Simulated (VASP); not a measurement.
# Mg8HO8 (a cell with a defect) in VASP: relaxation of the atoms with PBE+D3(BJ)

Aim: the relaxation of the atoms of Mg8HO8 (a cell with a defect) with PBE+D3(BJ).

Everything below comes from runs of VASP 6.6.1. Logs are shortened: lines on timing, memory, paths and dates and some standing lists are left out, and cuts for length are marked.

### Step 1. The cell of the first run

The cell holds a defect, 17 atoms: a = 5.457 Å, b = 5.457 Å, c = 5.457 Å, α = 60.00°, β = 60.00°, γ = 60.00°.

### Step 2. Relaxation of the atoms, PBE+D3(BJ), collinear spin

The input, INCAR:

```
SYSTEM = Mg8HO8
  PREC = Accurate
  ENCUT = 520
  EDIFF = 1E-6
  ISMEAR = 0
  SIGMA = 0.05
  LREAL = Auto
  LASPH = .True.
  NELM = 150
  ALGO = Normal
  ISIF = 2
  LWAVE = .False.
  LCHARG = .False.
  ISPIN = 2
  MAGMOM = 0 0 0 0 0 0 0 0 0 0 0 0 0 0 0 0 1
  LORBIT = 11
  GGA = PE
  IVDW = 12
  IBRION = 2
  NSW = 80
  EDIFFG = -0.03
```

The input, KPOINTS:

```
regular mesh
0
Gamma
  2 2 2
  0 0 0
```

The input, POSCAR:

```
Mg8HO8
1.0
    0.0000000000      3.8590000000      3.8590000000
    3.8590000000      0.0000000000      3.8590000000
    3.8590000000      3.8590000000      0.0000000000
Mg O H
8 8 1
Direct
    0.0000000000      0.0000000000      0.0000000000
    0.0000000000      0.0000000000      0.5000000000
    0.0000000000      0.5000000000      0.0000000000
    0.0000000000      0.5000000000      0.5000000000
    0.5000000000      0.0000000000      0.0000000000
    0.5000000000      0.0000000000      0.5000000000
    0.5000000000      0.5000000000      0.0000000000
    0.5000000000      0.5000000000      0.5000000000
    0.2500000000      0.2500000000      0.2500000000
    0.2500000000      0.2500000000      0.7500000000
    0.2500000000      0.7500000000      0.2500000000
    0.2500000000      0.7500000000      0.7500000000
    0.7500000000      0.2500000000      0.2500000000
    0.7500000000      0.2500000000      0.7500000000
    0.7500000000      0.7500000000      0.2500000000
    0.7500000000      0.7500000000      0.7500000000
    0.1249159000      0.1340003000      0.6268810000
```

Potentials or basis: VASP PAW PBE potentials, release 64 (Mg, O, H).

The run is started by

```
$ cat potpaw_PBE.64/Mg/POTCAR potpaw_PBE.64/O/POTCAR potpaw_PBE.64/H/POTCAR > POTCAR
$ mpirun -np 1 vasp_std > vasp.out
```

OUTCAR:

```text
SYSTEM = Mg8HO8
   PREC = Accurate
   ENCUT = 520
   EDIFF = 1E-6
   ISMEAR = 0
   LREAL = Auto
   LASPH = .True.
   NELM = 150
   ISIF = 2
   ISPIN = 2
   LORBIT = 11
   GGA = PE
   IVDW = 12
   IBRION = 2
   NSW = 80
   EDIFFG = -0.03
 IVDW          = 12

 ion  position               nearest neighbor table
   1  0.000  0.000  0.000-  17 1.66  11 1.93  12 1.93  13 1.93  14 1.93  15 1.93  10 1.93   3 2.73
                             5 2.73   2 2.73   2 2.73   4 2.73   6 2.73   3 2.73   4 2.73   7 2.73
   2  0.000  0.000  0.500-  17 1.72  11 1.93  12 1.93  13 1.93  14 1.93  16 1.93   9 1.93   4 2.73
                             6 2.73   1 2.73   1 2.73   3 2.73   5 2.73   3 2.73   4 2.73   8 2.73
   3  0.000  0.500  0.000-   9 1.93  10 1.93  12 1.93  13 1.93  15 1.93  16 1.93   1 2.73   4 2.73
                             7 2.73   2 2.73   4 2.73   8 2.73   1 2.73   2 2.73   5 2.73   5 2.73
   4  0.000  0.500  0.500-  17 1.63  10 1.93  11 1.93  14 1.93  15 1.93  16 1.93   9 1.93   3 2.73
                             8 2.73   2 2.73   1 2.73   3 2.73   7 2.73   1 2.73   2 2.73   6 2.73
   5  0.500  0.000  0.000-   9 1.93  10 1.93  11 1.93  14 1.93  15 1.93  16 1.93   1 2.73   6 2.73
                             7 2.73   2 2.73   6 2.73   8 2.73   3 2.73   7 2.73   8 2.73   1 2.73
   6  0.500  0.000  0.500-  17 1.67  10 1.93  12 1.93  13 1.93  15 1.93  16 1.93   9 1.93   5 2.73
                             8 2.73   2 2.73   1 2.73   5 2.73   7 2.73   4 2.73   7 2.73   8 2.73
   7  0.500  0.500  0.000-   9 1.93  11 1.93  12 1.93  13 1.93  14 1.93  16 1.93   3 2.73   5 2.73
                             8 2.73   4 2.73   6 2.73   8 2.73   1 2.73   5 2.73   6 2.73   1 2.73
   8  0.500  0.500  0.500-  10 1.93  11 1.93  12 1.93  13 1.93  14 1.93  15 1.93   4 2.73   6 2.73
                             7 2.73   3 2.73   5 2.73   7 2.73   2 2.73   5 2.73   6 2.73   2 2.73
   9  0.250  0.250  0.250-   2 1.93   3 1.93   4 1.93   5 1.93   6 1.93   7 1.93
  10  0.250  0.250  0.750-   1 1.93   3 1.93   4 1.93   5 1.93   6 1.93   8 1.93
  11  0.250  0.750  0.250-   1 1.93   2 1.93   4 1.93   5 1.93   7 1.93   8 1.93
  12  0.250  0.750  0.750-   1 1.93   2 1.93   3 1.93   6 1.93   7 1.93   8 1.93
  13  0.750  0.250  0.250-   1 1.93   2 1.93   3 1.93   6 1.93   7 1.93   8 1.93
  14  0.750  0.250  0.750-   1 1.93   2 1.93   4 1.93   5 1.93   7 1.93   8 1.93
  15  0.750  0.750  0.250-   1 1.93   3 1.93   4 1.93   5 1.93   6 1.93   8 1.93
  16  0.750  0.750  0.750-   2 1.93   3 1.93   4 1.93   5 1.93   6 1.93   7 1.93
  17  0.125  0.134  0.627-   4 1.63   1 1.66   6 1.67   2 1.72

  LATTYP: Found a face centered cubic cell.
 ALAT       =     7.7180000000

  Lattice vectors:

 A1 = (   0.0000000000,   3.8590000000,   3.8590000000)
 A2 = (   3.8590000000,   0.0000000000,   3.8590000000)
 A3 = (   3.8590000000,   3.8590000000,   0.0000000000)

Analysis of symmetry for initial positions (statically):
=====================================================================
 Subroutine PRICEL returns:
 Original cell was already a primitive cell.

 Routine SETGRP: Setting up the symmetry group for a
 face centered cubic supercell.

 Subroutine GETGRP returns: Found  1 space group operations
 (whereof  1 operations were pure point group operations)
 out of a pool of 48 trial point group operations.

The static configuration has the point symmetry C_1 .

Analysis of symmetry for dynamics (positions and initial velocities):
=====================================================================
 Subroutine PRICEL returns:
 Original cell was already a primitive cell.

 Routine SETGRP: Setting up the symmetry group for a
 face centered cubic supercell.

 Subroutine GETGRP returns: Found  1 space group operations
 (whereof  1 operations were pure point group operations)
 out of a pool of 48 trial point group operations.

The dynamic configuration has the point symmetry C_1 .

Analysis of structural, dynamic, and magnetic symmetry:
=====================================================================
 Subroutine PRICEL returns:
 Original cell was already a primitive cell.

 Routine SETGRP: Setting up the symmetry group for a
 face centered cubic supercell.

 Subroutine GETGRP returns: Found  1 space group operations
 (whereof  1 operations were pure point group operations)
 out of a pool of 48 trial point group operations.

The overall configuration has the point symmetry C_1 .

 Subroutine INISYM returns: Found  1 space group operations
 (whereof  1 operations are pure point group operations),
 and found     1 'primitive' translations

----------------------------------------------------------------------------------------

                                     Primitive cell

  volume of cell :     114.9355

  direct lattice vectors                    reciprocal lattice vectors
     0.000000000  3.859000000  3.859000000    -0.129567245  0.129567245  0.129567245
     3.859000000  0.000000000  3.859000000     0.129567245 -0.129567245  0.129567245
     3.859000000  3.859000000  0.000000000     0.129567245  0.129567245 -0.129567245

  length of vectors
     5.457450137  5.457450137  5.457450137     0.224417052  0.224417052  0.224417052

  position of ions in fractional coordinates (direct lattice)
     0.000000000  0.000000000  0.000000000
     0.000000000  0.000000000  0.500000000
     0.000000000  0.500000000  0.000000000
     0.000000000  0.500000000  0.500000000
     0.500000000  0.000000000  0.000000000
     0.500000000  0.000000000  0.500000000
[... 9 lines left out ...]
     0.750000000  0.750000000  0.750000000
     0.124915900  0.134000300  0.626881000

  ion indices of the primitive-cell ions
   primitive index   ion index
                 1           1
                 2           2
                 3           3
                 4           4
                 5           5
                 6           6
[... 9 lines left out ...]
                16          16
                17          17

----------------------------------------------------------------------------------------

 KPOINTS: regular mesh

Automatic generation of k-mesh.
 Grid dimensions read from file:
 generate k-points for:    2    2    2

 Generating k-lattice:

  Cartesian coordinates                     Fractional coordinates (reciprocal lattice)
    -0.064783623  0.064783623  0.064783623     0.500000000  0.000000000  0.000000000
     0.064783623 -0.064783623  0.064783623     0.000000000  0.500000000  0.000000000
     0.064783623  0.064783623 -0.064783623     0.000000000  0.000000000  0.500000000

  Length of vectors
     0.112208526  0.112208526  0.112208526

  Shift w.r.t. Gamma in fractional coordinates (k-lattice)
     0.000000000  0.000000000  0.000000000

 Subroutine IBZKPT returns following result:
 ===========================================

 Found      8 irreducible k-points:

 Following reciprocal coordinates:
            Coordinates               Weight
  0.000000  0.000000  0.000000      1.000000
  0.500000  0.000000  0.000000      1.000000
  0.000000  0.500000  0.000000      1.000000
  0.000000  0.000000  0.500000      1.000000
  0.500000  0.500000  0.500000      1.000000
  0.500000  0.500000  0.000000      1.000000
  0.000000  0.500000  0.500000      1.000000
  0.500000  0.000000  0.500000      1.000000
   k-points           NKPTS =      8   k-points in BZ     NKDIM =      8   number of bands    NBANDS=     42
   number of dos      NEDOS =    301   number of ions     NIONS =     17
   total plane-waves  NPLWV =  74088
   dimension x,y,z NGX =    42 NGY =   42 NGZ =   42
   dimension x,y,z NGXF=    84 NGYF=   84 NGZF=   84
   ions per type =               8   8   1
   NGX,Y,Z   is equivalent  to a cutoff of  12.79, 12.79, 12.79 a.u.
   NGXF,Y,Z  is equivalent  to a cutoff of  25.59, 25.59, 25.59 a.u.
 SYSTEM =  Mg8HO8
   PREC   = accura    normal or accurate (medium, high low for compatibility)
   ISTART =      0    job   : 0-new  1-cont  2-samecut
   ICHARG =      2    charge: 1-file 2-atom 10-const
   ISPIN  =      2    spin polarized calculation?
   LNONCOLLINEAR =      F non collinear calculations
   LSORBIT =      F    spin-orbit coupling
   LASPH  =      T    aspherical Exc in radial PAW
   ENCUT  =  520.0 eV  38.22 Ry    6.18 a.u.  10.15 10.15 10.15*2*pi/ulx,y,z
   NELM   =    150;   NELMIN=  2; NELMDL= -5     # of ELM steps
   EDIFF  = 0.1E-05   stopping-criterion for ELM
   LREAL  =      T    real-space projection
   EDIFFG = -.3E-01   stopping-criterion for IOM
   NSW    =     80    number of steps for IOM
   IBRION =      2    ionic relax: 0-MD 1-quasi-New 2-CG
   NFREE  =      1    steps in history (QN), initial steepest desc. (CG)
   ISIF   =      2    stress and relaxation
   ISYM   =      2    0-nonsym 1-usesym 2-fastsym
   POTIM  = 0.5000    time-step for ionic-motion
   TEBEG  =    0.0;   TEEND  =   0.0 temperature during run
   PSTRESS=    0.0 pullay stress
   NELECT =      65.0000    total number of electrons
   NUPDOWN=      -1.0000    fix difference up-down
   EMIN   =  10.00;   EMAX   =-10.00  energy-range for DOS
   EFERMI =   0.00;   METHOD = LEGACY
   ISMEAR =     0;   SIGMA  =   0.05  broadening in eV -4-tet -1-fermi 0-gaus
   EFERMI_NEDOS =   21; number of points for ismear=-14 and -15
   IALGO  =     38    algorithm
   IMIX   =      4    mixing-type and parameters
     AMIX     =   0.40;   BMIX     =  1.00
     AMIX_MAG =   1.60;   BMIX_MAG =  1.00
  volume/ion in A,a.u.               =       6.76        45.62
  Fermi-wavevector in a.u.,A,eV,Ry     =   1.353821  2.558350 24.937175  1.832831
  Thomas-Fermi vector in A             =   2.481044
   LORBIT       =     11    0 simple, 1 ext, 2 COOP (PROOUT), +10 PAW based schemes
   GGA     = PE    functional components
   LHFCALC =     F    Hartree Fock is set to
   AEXX    =    0.0000 exact exchange contribution
   IVDW    =    12    specifies the selected vdW correction
   LEPSILON=     F    determine dielectric tensor
   LRPA    =     F    only Hartree local field effects (RPA)
 conjugate gradient relaxation of ions
 spin polarized calculation
 Gauss-broadening in eV      SIGMA  =   0.05
  energy-cutoff  :      520.00
  volume of cell :      114.94
 maximum number of plane-waves:      3119
 NGX is ok and might be reduce to    42
   NGX = 21   NGY = 21   NGZ = 21

--------------------------------------- Ionic step        1  -------------------------------------------

 number of electron      64.9999974 magnetization       0.7497635

 Free energy of the ion-electron system (eV)
  ---------------------------------------------------
  ext. energy  EPLUGINS =         0.00000000
  ---------------------------------------------------
  free energy    TOTEN  =       -84.98375886 eV

  energy without entropy =      -84.97894500  energy(sigma->0) =      -84.98135193

------------------------ aborting loop because EDIFF is reached ----------------------------------------

 Edisp (eV)   -6.38832

 E8    (eV) :    -2.4867
[... 101 lines left out ...]
--------------------------------------- Ionic step        3  -------------------------------------------

 number of electron      64.9999991 magnetization       0.7500000

 E-fermi :  10.0133     XC(G=0): -12.4869

 val. band max:        9.9997546837   @ k =   0.5000   0.0000   0.5000
 cond. band min:      10.7833326019   @ k =   0.0000   0.5000   0.0000
 fundamental gap:      0.7835779182
 Fermi energy:        10.0133440847

 spin component 1

 k-point     1 :       0.0000    0.0000    0.0000
  band No.  band energies     occupation
      1     -13.4154      1.00000
      2     -11.3589      1.00000
      3     -11.2719      1.00000
      4     -11.2570      1.00000
      5     -11.2465      1.00000
      6     -10.9264      1.00000
[... 1041 lines left out ...]
--------------------------------------- Ionic step        9  -------------------------------------------

 number of electron      64.9999992 magnetization       0.7500000

 Free energy of the ion-electron system (eV)
  ---------------------------------------------------
  ext. energy  EPLUGINS =         0.00000000
  ---------------------------------------------------
  free energy    TOTEN  =       -85.31800595 eV

  energy without entropy =      -85.31318525  energy(sigma->0) =      -85.31559560

 E-fermi :   9.8608     XC(G=0): -12.4870

 val. band max:        9.8456360878   @ k =   0.5000   0.5000   0.0000
 cond. band min:      10.6559993158   @ k =   0.0000   0.0000   0.5000
 fundamental gap:      0.8103632280
 Fermi energy:         9.8608323870

 spin component 1

 k-point     1 :       0.0000    0.0000    0.0000
  band No.  band energies     occupation
      1     -13.4137      1.00000
      2     -11.3546      1.00000
      3     -11.2577      1.00000
      4     -11.2575      1.00000
      5     -11.2572      1.00000
      6     -10.9121      1.00000
[... 760 lines left out ...]
  FREE ENERGIE OF THE ION-ELECTRON SYSTEM (eV)
  ---------------------------------------------------
  free  energy   TOTEN  =       -91.7066455496 eV

  energy  without entropy=      -91.7018248532  energy(sigma->0) =      -91.70423520

 reached required accuracy - stopping structural energy minimisation

 total charge

# of ion       s       p       d       tot
------------------------------------------
    1        0.194   0.287   0.156   0.637
    2        0.194   0.287   0.156   0.637
    3        0.201   0.299   0.162   0.662
    4        0.194   0.287   0.156   0.637
    5        0.201   0.299   0.162   0.662
    6        0.194   0.287   0.156   0.637
[... 9 lines left out ...]
   16        1.554   3.741   0.000   5.295
   17        0.632   0.032   0.000   0.663
--------------------------------------------------
tot         14.685  32.189   1.273  48.146

 magnetization (x)

# of ion       s       p       d       tot
------------------------------------------
    1       -0.000   0.001   0.005   0.006
    2       -0.000   0.001   0.005   0.006
    3        0.000   0.001   0.001   0.003
    4       -0.000   0.001   0.005   0.006
    5        0.000   0.001   0.001   0.003
    6       -0.000   0.001   0.005   0.006
[... 9 lines left out ...]
   16       -0.000  -0.000   0.000  -0.000
   17        0.245   0.002   0.000   0.247
--------------------------------------------------
tot          0.275   0.286   0.025   0.586
```

Run time: 24 min. Hardware: 1 thread of Oxide Virtual Turin-like, shared host; peak memory 0.35 GiB.

What came out:

```yaml
Free_energy: -91.7066 eV
Energy_gained_by_relaxing: 19.7 meV/atom
Ionic_steps: 9
Pressure_after_relaxing: 81.3 GPa
Largest_force_after_relaxing: 0.020 eV/Å
Net_moment: 0.75 μB per cell
Site_moments: Mg +0.01, +0.00 (each value once); O +0.08, -0.00 (each value once); H +0.25 μB
Valence_electrons_inside_the_program's_atomic_spheres: Mg 0.64, 0.66 (each value once); O 5.28, 5.29 (each value once); H 0.66
Dispersion_energy_per_atom: -0.376 eV
```

Forces on the atoms (eV/Å):
```
Mg  -0.003 -0.011  0.012
Mg   0.004 -0.005  0.002
Mg   0.000  0.008  0.007
Mg  -0.010  0.012 -0.012
Mg   0.001  0.004  0.001
Mg   0.010 -0.007 -0.002
Mg  -0.003 -0.004 -0.003
Mg   0.007  0.006  0.001
O    0.006  0.001  0.002
O    0.000 -0.003 -0.002
O   -0.006  0.000  0.001
O    0.001  0.003  0.001
O   -0.005  0.000 -0.005
O    0.001  0.004  0.007
O   -0.004 -0.006 -0.005
O    0.000 -0.001 -0.005
H    0.003 -0.001  0.001
```

The path:
```
step  energy change (eV)  largest force (eV/Å)  pressure (GPa)
   1              0.0000                2.5183           81.56
   2             -0.0694                1.9948           82.66
   3             -0.3132                0.3741           81.39
   4             -0.3283                0.2578           81.31
   5             -0.3304                0.1827           81.32
   6             -0.3331                0.1148           81.30
   7             -0.3331                0.1080           81.30
   8             -0.3341                0.0626           81.30
   9             -0.3346                0.0199           81.30
```

Final structure:
```
Mg O H
1.0
     0.00000    3.85900    3.85900
     3.85900    0.00000    3.85900
     3.85900    3.85900    0.00000
Mg O H
8 8 1
Direct
  0.99910 0.99955 0.00282
  0.99921 0.99965 0.49931
  0.99793 0.50117 0.00077
  0.99907 0.50327 0.49917
  0.50061 0.99860 0.00072
  0.50267 0.99958 0.49922
  0.50070 0.50120 0.00081
  0.50065 0.50116 0.49807
  0.25492 0.25544 0.23536
  0.25488 0.25542 0.75499
  0.24982 0.75062 0.25018
  0.25491 0.73576 0.75504
  0.75006 0.25038 0.25018
  0.73524 0.25545 0.75502
  0.75004 0.75058 0.25015
  0.75007 0.75062 0.74994
  0.12503 0.12556 0.62514
```

Caveat: the k points lie up to 0.71 Å⁻¹ apart.
